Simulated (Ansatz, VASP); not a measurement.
# Ir: VASP beside Ansatz

Contents of INCAR:

```
PREC = Accurate
ENCUT = 520
EDIFF = 1E-8
ISMEAR = -1
SIGMA = 0.05
LREAL = F
LASPH = T
NELM = 60
ALGO = Normal
ISIF = 2
LWAVE = F
LCHARG = F
GGA = PS
LEFG = T
NBANDS = 10
```

The input KPOINTS:

```
regular mesh
0
Gamma
  15 15 15
```

Contents of POSCAR:

```
Ir
1.0
    0.0000000000      1.9197000000      1.9772910000
    1.9197000000      0.0000000000      1.9772910000
    1.9197000000      1.9197000000      0.0000000000
Ir
1
Direct
    0.0000000000      0.0000000000      0.0000000000
```

Input for Ansatz:

```yaml
crystal:
  lattice:
    - [0.0, 1.9197, 1.977291]
    - [1.9197, 0.0, 1.977291]
    - [1.9197, 1.9197, 0.0]
  atoms:
    - { symbol: Ir, position: [0.0, 0.0, 0.0] }
kpoints:
  mp_grid: { grid: [15, 15, 15] }
scf:
  occupations: { method: fermi_dirac, width: 0.05 }
hamiltonian:
  xc: pbesol
  pseudopotentials: { kind: all_electron, datasets: crystal }
output:
  forces: true
  stress: true
  eigenvalues: true
  efg: { contact_densities: true }
```

Change from the starting cell: zz strain of +3 %, crystal datasets.

Alike in both runs: task electric field gradients; functional PBEsol; k mesh 15 × 15 × 15; occupations fermi-dirac, width 0.05 eV; no spin polarisation.

|  | VASP | Ansatz |
| --- | --- | --- |
| version | VASP 6.6.1 | Ansatz 0.2.0 |
| potentials or method | VASP PAW PBE potentials, release 64 (Ir), cutoff 520 eV | all-electron PAW with datasets made for the crystal, scalar-relativistic |

Ansatz gave:

* pressure (GPa): -12.8
* traceless stress, the component that is largest in VASP (GPa): -7.20
* size of Vzz on the site where it differs most (V/Å²): 21.6

Task: What did VASP give for the same quantities?

Result: Pressure (GPa): -12.1; traceless stress, the component that is largest in VASP (GPa): -7.18; size of Vzz on the site where it differs most (V/Å²): 21.0.

VASP's potentials were made for PBE, not for PBEsol. Ansatz ran all-electron here, and VASP with PAW potentials.

Spin-orbit coupling is off throughout.
